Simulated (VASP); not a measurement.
FeS2, 12 atoms in the cell. The structure is cubic, space group Pa-3 (No. 205). Conventional cell: a = 5.348 Å, b = 5.348 Å, c = 5.348 Å, α = 90.00°, β = 90.00°, γ = 90.00°. Within 3.0 Å of Fe (site symmetry -3) lie 6 S at 2.24 Å. Within 2.8 Å of S (site symmetry 3) lie 1 S at 2.13 Å and 3 Fe at 2.24 Å. 

```yaml
Program: VASP 6.6.1
Task: single point
Functional: r2SCAN
Potentials_or_basis: VASP PAW PBE potentials, release 64 (Fe, S)
Cutoff: 660 eV
k_mesh: 4 × 4 × 4
Occupations: gaussian, width 0.01 eV
Spin: no spin polarisation
Dipole_correction: no
Further_INCAR_settings: ALGO = Normal; EDIFF = 1e-06; NBANDS = 52
```

Potentials or basis: VASP PAW PBE potentials, release 64 (Fe, S).

Run with:

```console
$ cat potpaw_PBE.64/Fe/POTCAR potpaw_PBE.64/S/POTCAR > POTCAR
$ cp INCAR.step1 INCAR
$ mpirun -np 1 vasp_std > vasp.out
$ cp INCAR.step2 INCAR
$ mpirun -np 1 vasp_std > vasp.out
```

Hardware: 1 thread of Intel(R) Xeon(R) Platinum 8488C (Sapphire Rapids), with other jobs on the host.

**Question.** How long does it take, and how much memory?

**Answer.** Wall time 4.6 min on 1 thread of Intel(R) Xeon(R) Platinum 8488C (Sapphire Rapids) (shared host), peak memory 0.4 GiB. Counts: k points 11.
